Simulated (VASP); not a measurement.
A run of VASP 6.6.1 is set up as follows.

File INCAR:

```
PREC = Accurate
ENCUT = 520
EDIFF = 1E-7
ISMEAR = 0
SIGMA = 0.1
LREAL = F
LASPH = T
NELM = 100
ALGO = Normal
ISIF = 2
LWAVE = F
LCHARG = F
GGA = PE
NBANDS = 43
```

KPOINTS

```
regular mesh
0
Gamma
  4 4 4
```

Contents of POSCAR:

```
Ge
1.0
    2.6991804614     -4.0287146363      0.0000000000
    2.6991804614      4.0287146363      0.0000000000
    0.0000000000      0.0000000000      6.1021461553
Ge
5
Direct
    0.5000000000      0.0000000000      0.2500000000
    0.0000000000      0.5000000000      0.7500000000
    0.0000000000      0.5000000000      0.2500000000
    0.5000000000      0.0000000000      0.7500000000
    0.0000000000      0.0000000000      0.0000000000
```

Potentials or basis: VASP PAW PBE potentials, release 64 (Ge_d).

Run with:

```bash
$ cat potpaw_PBE.64/Ge_d/POTCAR > POTCAR
$ mpirun -np 1 vasp_std > vasp.out
```

Question: Predict the pressure.

Answer: -3.5 GPa.

Question: Predict the band gap on the k mesh.

Answer: Zero (band 35 reaches 4.31 eV, above the bottom of band 36 at 2.95 eV).

Question: What does it give for the largest force?

Answer: 0.092 eV/Å.

Forces on the atoms (eV/Å):
```
Ge   0.000  0.000  0.092
Ge   0.000  0.000 -0.092
Ge   0.000  0.000  0.092
Ge   0.000  0.000 -0.092
Ge   0.000  0.000  0.000
```
